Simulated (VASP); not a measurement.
**NaCl: density of states with PBEsol**

The system is NaCl.

```
Na Cl
1.0
     3.44755    0.00000    0.00000
     0.00000    3.44755    0.00000
     0.00000    0.00000    3.44755
Na Cl
1 1
Direct
  0.00000 0.00000 0.00000
  0.50000 0.50000 0.50000
```

| Item | Value |
| --- | --- |
| Program | VASP 6.6.1 |
| Task | density of states |
| Functional | PBEsol |
| Potentials or basis | VASP PAW PBE potentials, release 64 (Na_pv, Cl) |
| Cutoff | 520 eV |
| k mesh | 10 × 10 × 10 |
| Occupations | gaussian, width 0.05 eV |
| Spin | no spin polarisation |
| Dipole correction | no |
| k mesh for the DOS | 15 × 15 × 15 |
| Occupations for the DOS | tetrahedron |
| Further INCAR settings | ALGO = Normal; EDIFF = 1e-07 |

```yaml
Valence_electrons_inside_the_program's_atomic_spheres: Na 6.01; Cl 5.12
```

Levels at points of the mesh, in eV from the valence-band top:
```tsv
k point	band 3	band 4	band 5	band 6	band 7	band 8	band 9	band 10	band 11
(0.00, 0.00, 0.00)	-21.84	-13.54	-0.53	-0.53	-0.53	4.00	8.36	8.36	16.03
```

Wall time 30 s on 1 thread of Intel(R) Xeon(R) 6975P-C (Granite Rapids), with other jobs on the host, peak memory 0.17 GiB.
